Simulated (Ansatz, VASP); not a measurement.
# CdS in VASP and in Ansatz

The input INCAR:

```
SYSTEM = CdS
ALGO     = Normal         ! electronic algorithm
EDIFF    = 1E-6           ! SCF threshold, eV
EDIFFG   = -0.002         ! ionic threshold
ENCUT    = 600            ! plane-wave cutoff, eV
GGA      = PS             ! functional
IBRION   = 2              ! ionic algorithm
ISIF     = 3              ! what is computed and relaxed
ISMEAR   = -1             ! smearing method
LASPH    = .True.         ! aspherical terms in the spheres
LCHARG   = .False.        ! write CHGCAR
LREAL    = .False.        ! projectors in reciprocal space
LWAVE    = .False.        ! write WAVECAR
NELM     = 100            ! most SCF steps
NSW      = 100            ! ionic steps
PREC     = Accurate       ! precision mode
SIGMA    = 0.1            ! smearing width, eV
```

File KPOINTS:

```
k-points
0
Gamma
  14 14 14
  0 0 0
```

Contents of POSCAR:

```
CdS
1.0
    0.0000000000      2.9165000000      2.9165000000
    2.9165000000      0.0000000000      2.9165000000
    2.9165000000      2.9165000000      0.0000000000
Cd S
1 1
Direct
    0.0000000000      0.0000000000      0.0000000000
    0.7500000000      0.7500000000      0.7500000000
```

Input for Ansatz:

```yaml
crystal:
  lattice:
    - [0.0, 2.9165, 2.9165]
    - [2.9165, 0.0, 2.9165]
    - [2.9165, 2.9165, 0.0]
  atoms:
    - { symbol: Cd, position: [0.0, 0.0, 0.0] }
    - { symbol: S, position: [0.75, 0.75, 0.75] }
kpoints:
  mp_grid: { grid: [14, 14, 14] }
scf:
  occupations: { method: fermi_dirac, width: 0.1 }
hamiltonian:
  xc: pbesol
  pseudopotentials: { kind: paw }
relax:
  f_tol: 0.002
  max_steps: 80
  cell: {}
output:
  forces: true
  stress: true
```

Alike in both runs: task relaxation of cell and atoms; functional PBEsol; k mesh 14 × 14 × 14; occupations fermi-dirac, width 0.1 eV; no spin polarisation.

|  | VASP | Ansatz |
| --- | --- | --- |
| version | VASP 6.6.1 | Ansatz 0.2.0 |
| potentials or method | VASP PAW PBE potentials, release 64 (Cd, S) | PAW with Ansatz's default frozen-core files, scalar-relativistic |
| plane-wave cutoff (eV) | 600 | 420 |
| valence electrons in the cell | 18 | 26 |

|  | VASP | Ansatz | Ansatz less VASP |
| --- | --- | --- | --- |
| relaxed volume (Å³/atom) | 24.84 | 24.70 | -0.137 |
| relaxed length of the cell vector where the two differ most in proportion (Å) | 4.126 | 4.119 | -0.0076 |

VASP's potentials were made for PBE, not for PBEsol. VASP's potentials hold 18 valence electrons a cell and Ansatz's 26, so a difference there can come from the potentials and not from the codes.
